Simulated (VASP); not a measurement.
# ZrH5 (P4/mmm) in VASP: single point with PBE

Aim: the single point of ZrH5 with PBE.

All numbers are computed with VASP 6.6.1; they aren't measurements. Logs are shortened: lines on timing, memory, paths and dates and some standing lists are left out, and cuts for length are marked.

## 1. The cell of the first run

It takes space group P4/mmm (No. 123, tetragonal). Conventional cell: a = 3.735 Å, b = 3.735 Å, c = 3.708 Å, α = 90.00°, β = 90.00°, γ = 90.00°. Zr (site symmetry 4/mmm) has 2 H at 1.85 Å within 2.5 Å. H (site symmetry m2m) has 1 H at 0.83 Å within 1.1 Å. Within 2.5 Å of H (site symmetry 4/mmm) lie 2 Zr at 1.85 Å and 8 H at 1.91 Å.

## 2. Single point, PBE

INCAR

```
SYSTEM = ZrH5
PREC = Accurate
ENCUT = 500
EDIFF = 1E-6
ISMEAR = 0
SIGMA = 0.2
LREAL = .False.
LASPH = .True.
NELM = 120
ALGO = Normal
ISIF = 2
LWAVE = .False.
LCHARG = .False.
GGA = PE
NBANDS = 18
GGA_COMPAT = .False.
```

KPOINTS

```
Automatic mesh
0
Gamma
  4 4 4
  0 0 0
```

POSCAR

```
ZrH5
1.0
    3.7351433327      0.0000000000      0.0000000000
    0.0000000000      3.7351433327      0.0000000000
    0.0000000000      0.0000000000      3.7081228877
Zr H
1 5
Direct
    0.5000000000      0.5000000000      0.0000000000
    0.3882389475      0.0000000000      0.5000000000
    0.6117610525      0.0000000000      0.5000000000
    0.0000000000      0.3882389475      0.5000000000
    0.0000000000      0.6117610525      0.5000000000
    0.5000000000      0.5000000000      0.5000000000
```

Potentials or basis: VASP PAW PBE potentials, release 64 (Zr_sv, H).

The run is started by

```console
$ cat potpaw_PBE.64/Zr_sv/POTCAR potpaw_PBE.64/H/POTCAR > POTCAR
$ mpirun -np 1 vasp_std > vasp.out
```

OUTCAR:

```text
SYSTEM = ZrH5
   PREC = Accurate
   ENCUT = 500
   EDIFF = 1E-6
   ISMEAR = 0
   LREAL = .False.
   LASPH = .True.
   NELM = 120
   ISIF = 2
   GGA = PE

 ion  position               nearest neighbor table
   1  0.500  0.500  0.000-   6 1.85   6 1.85
   2  0.388  0.000  0.500-   3 0.83
   3  0.612  0.000  0.500-   2 0.83
   4  0.000  0.388  0.500-   5 0.83
   5  0.000  0.612  0.500-   4 0.83
   6  0.500  0.500  0.500-   1 1.85   1 1.85

  LATTYP: Found a simple tetragonal cell.
 ALAT       =     3.7351433327
 C/A-ratio  =     0.9927658881

  Lattice vectors:

 A1 = (   3.7351433327,   0.0000000000,   0.0000000000)
 A2 = (   0.0000000000,   3.7351433327,   0.0000000000)
 A3 = (   0.0000000000,   0.0000000000,   3.7081228877)

Analysis of symmetry for initial positions (statically):
=====================================================================
 Subroutine PRICEL returns:
 Original cell was already a primitive cell.

 Routine SETGRP: Setting up the symmetry group for a
 simple tetragonal supercell.

 Subroutine GETGRP returns: Found 16 space group operations
 (whereof 16 operations were pure point group operations)
 out of a pool of 16 trial point group operations.

The static configuration has the point symmetry D_4h.

Analysis of symmetry for dynamics (positions and initial velocities):
=====================================================================
 Subroutine PRICEL returns:
 Original cell was already a primitive cell.

 Routine SETGRP: Setting up the symmetry group for a
 simple tetragonal supercell.

 Subroutine GETGRP returns: Found 16 space group operations
 (whereof 16 operations were pure point group operations)
 out of a pool of 16 trial point group operations.

The dynamic configuration has the point symmetry D_4h.

 Subroutine INISYM returns: Found 16 space group operations
 (whereof 16 operations are pure point group operations),
 and found     1 'primitive' translations

----------------------------------------------------------------------------------------

                                     Primitive cell

  volume of cell :      51.7331

  direct lattice vectors                    reciprocal lattice vectors
     3.735143333  0.000000000  0.000000000     0.267727343  0.000000000  0.000000000
     0.000000000  3.735143333  0.000000000     0.000000000  0.267727343  0.000000000
     0.000000000  0.000000000  3.708122888     0.000000000  0.000000000  0.269678225

  length of vectors
     3.735143333  3.735143333  3.708122888     0.267727343  0.267727343  0.269678225

  position of ions in fractional coordinates (direct lattice)
     0.500000000  0.500000000  0.000000000
     0.388238947  0.000000000  0.500000000
     0.611761053  0.000000000  0.500000000
     0.000000000  0.388238947  0.500000000
     0.000000000  0.611761053  0.500000000
     0.500000000  0.500000000  0.500000000

  ion indices of the primitive-cell ions
   primitive index   ion index
                 1           1
                 2           2
                 3           3
                 4           4
                 5           5
                 6           6

----------------------------------------------------------------------------------------

 KPOINTS: Automatic mesh

Automatic generation of k-mesh.
 Grid dimensions read from file:
 generate k-points for:    4    4    4

 Generating k-lattice:

  Cartesian coordinates                     Fractional coordinates (reciprocal lattice)
     0.066931836  0.000000000  0.000000000     0.250000000  0.000000000  0.000000000
     0.000000000  0.066931836  0.000000000     0.000000000  0.250000000  0.000000000
     0.000000000  0.000000000  0.067419556     0.000000000  0.000000000  0.250000000

  Length of vectors
     0.066931836  0.066931836  0.067419556

  Shift w.r.t. Gamma in fractional coordinates (k-lattice)
     0.000000000  0.000000000  0.000000000

 Subroutine IBZKPT returns following result:
 ===========================================

 Found     18 irreducible k-points:

 Following reciprocal coordinates:
            Coordinates               Weight
  0.000000  0.000000  0.000000      1.000000
  0.250000  0.000000  0.000000      4.000000
  0.500000  0.000000  0.000000      2.000000
  0.250000  0.250000  0.000000      4.000000
  0.500000  0.250000  0.000000      4.000000
  0.500000  0.500000  0.000000      1.000000
[... 10 lines left out ...]
  0.500000  0.250000  0.500000      4.000000
  0.500000  0.500000  0.500000      1.000000
   k-points           NKPTS =     18   k-points in BZ     NKDIM =     18   number of bands    NBANDS=     18
   number of dos      NEDOS =    301   number of ions     NIONS =      6
   total plane-waves  NPLWV =  21952
   dimension x,y,z NGX =    28 NGY =   28 NGZ =   28
   dimension x,y,z NGXF=    56 NGYF=   56 NGZF=   56
   ions per type =               1   5
   NGX,Y,Z   is equivalent  to a cutoff of  12.46, 12.46, 12.55 a.u.
   NGXF,Y,Z  is equivalent  to a cutoff of  24.92, 24.92, 25.11 a.u.
 SYSTEM =  ZrH5
   PREC   = accura    normal or accurate (medium, high low for compatibility)
   ISTART =      0    job   : 0-new  1-cont  2-samecut
   ICHARG =      2    charge: 1-file 2-atom 10-const
   ISPIN  =      1    spin polarized calculation?
   LNONCOLLINEAR =      F non collinear calculations
   LSORBIT =      F    spin-orbit coupling
   LASPH  =      T    aspherical Exc in radial PAW
   ENCUT  =  500.0 eV  36.75 Ry    6.06 a.u.   6.81  6.81  6.76*2*pi/ulx,y,z
   NELM   =    120;   NELMIN=  2; NELMDL= -5     # of ELM steps
   EDIFF  = 0.1E-05   stopping-criterion for ELM
   LREAL  =      F    real-space projection
   EDIFFG = 0.1E-04   stopping-criterion for IOM
   NSW    =      0    number of steps for IOM
   IBRION =     -1    ionic relax: 0-MD 1-quasi-New 2-CG
   NFREE  =      0    steps in history (QN), initial steepest desc. (CG)
   ISIF   =      2    stress and relaxation
   ISYM   =      2    0-nonsym 1-usesym 2-fastsym
   POTIM  = 0.5000    time-step for ionic-motion
   TEBEG  =    0.0;   TEEND  =   0.0 temperature during run
   PSTRESS=    0.0 pullay stress
   NELECT =      17.0000    total number of electrons
   NUPDOWN=      -1.0000    fix difference up-down
   EMIN   =  10.00;   EMAX   =-10.00  energy-range for DOS
   EFERMI =   0.00;   METHOD = LEGACY
   ISMEAR =     0;   SIGMA  =   0.20  broadening in eV -4-tet -1-fermi 0-gaus
   EFERMI_NEDOS =   21; number of points for ismear=-14 and -15
   IALGO  =     38    algorithm
   IMIX   =      4    mixing-type and parameters
     AMIX     =   0.40;   BMIX     =  1.00
     AMIX_MAG =   1.60;   BMIX_MAG =  1.00
  volume/ion in A,a.u.               =       8.62        58.19
  Fermi-wavevector in a.u.,A,eV,Ry     =   1.129713  2.134849 17.364465  1.276252
  Thomas-Fermi vector in A             =   2.266408
   LORBIT       =      0    0 simple, 1 ext, 2 COOP (PROOUT), +10 PAW based schemes
   GGA     = PE    functional components
   LHFCALC =     F    Hartree Fock is set to
   AEXX    =    0.0000 exact exchange contribution
   IVDW    =     0    specifies the selected vdW correction
   LEPSILON=     F    determine dielectric tensor
   LRPA    =     F    only Hartree local field effects (RPA)
 non-spin polarized calculation
 Gauss-broadening in eV      SIGMA  =   0.20
  energy-cutoff  :      500.00
  volume of cell :       51.73
 maximum number of plane-waves:      1341
 NGX is ok and might be reduce to    28
   NGX = 13   NGY = 13   NGZ = 13

 number of electron      16.9999995 magnetization

 Free energy of the ion-electron system (eV)
  ---------------------------------------------------
  ext. energy  EPLUGINS =         0.00000000
  ---------------------------------------------------
  free energy    TOTEN  =       -21.63319689 eV

  energy without entropy =      -21.55965445  energy(sigma->0) =      -21.59642567

 E-fermi :   4.6213     XC(G=0):  -9.4445

 val. band max:        4.5938030789   @ k =   0.2500   0.0000   0.2500
 cond. band min:       4.6595573894   @ k =   0.5000   0.0000   0.5000
 fundamental gap:      0.0657543106
 Fermi energy:         4.6212663027

 k-point     1 :       0.0000    0.0000    0.0000
  band No.  band energies     occupation
      1     -45.4174      2.00000
      2     -23.4654      2.00000
      3     -23.3202      2.00000
      4     -23.3202      2.00000
      5      -7.1566      2.00000
      6      -2.5110      2.00000
[... 10 lines left out ...]
     17      15.8058      0.00000
     18      15.8063      0.00000

 k-point     2 :       0.2500    0.0000    0.0000
  band No.  band energies     occupation
      1     -45.4143      2.00000
      2     -23.4605      2.00000
      3     -23.3783      2.00000
      4     -23.3158      2.00000
      5      -6.5999      2.00000
      6      -3.1404      2.00000
[... 10 lines left out ...]
     17      13.9372      0.00000
     18      14.3526      0.00000

 k-point     3 :       0.5000    0.0000    0.0000
  band No.  band energies     occupation
      1     -45.4111      2.00000
      2     -23.4556      2.00000
      3     -23.4357      2.00000
      4     -23.3113      2.00000
      5      -5.5006      2.00000
      6      -4.4519      2.00000
[... 10 lines left out ...]
     17      12.0824      0.00000
     18      15.9448      0.00000

 k-point     4 :       0.2500    0.2500    0.0000
  band No.  band energies     occupation
      1     -45.4112      2.00000
      2     -23.4556      2.00000
      3     -23.3740      2.00000
      4     -23.3723      2.00000
      5      -6.0512      2.00000
      6      -3.2924      2.00000
[... 249 lines left out ...]
      4     -23.3556      2.00000
      5      -5.3280      2.00000
      6      -3.3182      2.00000
[... 10 lines left out ...]
     17      12.7676      0.00000
     18      16.0027      0.00000

 k-point    17 :       0.5000    0.2500    0.5000
  band No.  band energies     occupation
      1     -45.3966      2.00000
      2     -23.6788      2.00000
      3     -23.4088      2.00000
      4     -23.3515      2.00000
      5      -4.4654      2.00000
      6      -4.3014      2.00000
[... 10 lines left out ...]
     17      14.0725      0.00000
     18      14.2006      0.00000

 k-point    18 :       0.5000    0.5000    0.5000
  band No.  band energies     occupation
      1     -45.3936      2.00000
      2     -23.6694      2.00000
      3     -23.4034      2.00000
      4     -23.4034      2.00000
      5      -4.2188      2.00000
      6      -4.2188      2.00000
[... 10 lines left out ...]
     17      13.4092      0.00000
     18      16.4756      0.00000

------------------------ aborting loop because EDIFF is reached ----------------------------------------

  FORCE on cell =-STRESS in cart. coord.  units (eV):
  Direction    XX          YY          ZZ          XY          YZ          ZX
  --------------------------------------------------------------------------------------
  -------------------------------------------------------------------------------------
  Total       -0.0174270     -0.0174270     -0.1237563      0.0000000      0.0000000      0.0000000
  in kB       -0.5397160     -0.5397160     -3.8327375      0.0000000      0.0000000      0.0000000
  external PRESSURE =      -1.6373898 kB  Pullay stress =       0.0000000 kB

 VOLUME and BASIS-vectors are now :
 -----------------------------------------------------------------------------
  energy-cutoff  :      500.00
  volume of cell :       51.73
      direct lattice vectors                 reciprocal lattice vectors
     3.735143333  0.000000000  0.000000000     0.267727343  0.000000000  0.000000000
     0.000000000  3.735143333  0.000000000     0.000000000  0.267727343  0.000000000
     0.000000000  0.000000000  3.708122888     0.000000000  0.000000000  0.269678225

 POSITION                                       TOTAL-FORCE (eV/Angst)
 -----------------------------------------------------------------------------------
      1.86757      1.86757      0.00000        -0.000000      0.000000      0.000000
      1.45013      0.00000      1.85406        -0.004723      0.000000      0.000000
      2.28502      0.00000      1.85406         0.004723      0.000000     -0.000000
      0.00000      1.45013      1.85406         0.000000     -0.004723     -0.000000
      0.00000      2.28502      1.85406         0.000000      0.004723      0.000000
      1.86757      1.86757      1.85406        -0.000000      0.000000      0.000000
 -----------------------------------------------------------------------------------
    total drift:                                0.000000      0.000000     -0.000000

  FREE ENERGIE OF THE ION-ELECTRON SYSTEM (eV)
  ---------------------------------------------------
  free  energy   TOTEN  =       -21.6331968855 eV

  energy  without entropy=      -21.5596544525  energy(sigma->0) =      -21.59642567
```

Wall time 13 s (1 thread of AMD EPYC 7R43 (Zen 3), shared host); peak memory 0.13 GiB.

What came out:

- Free energy: -21.6332 eV
- Pressure: -0.2 GPa
- Largest force: 0.005 eV/Å

Forces on the atoms (eV/Å):
```
Zr   0.000  0.000  0.000
H   -0.005  0.000  0.000
H    0.005  0.000  0.000
H    0.000 -0.005  0.000
H    0.000  0.005  0.000
H    0.000  0.000  0.000
```

Caveat: the k points lie up to 0.42 Å⁻¹ apart.
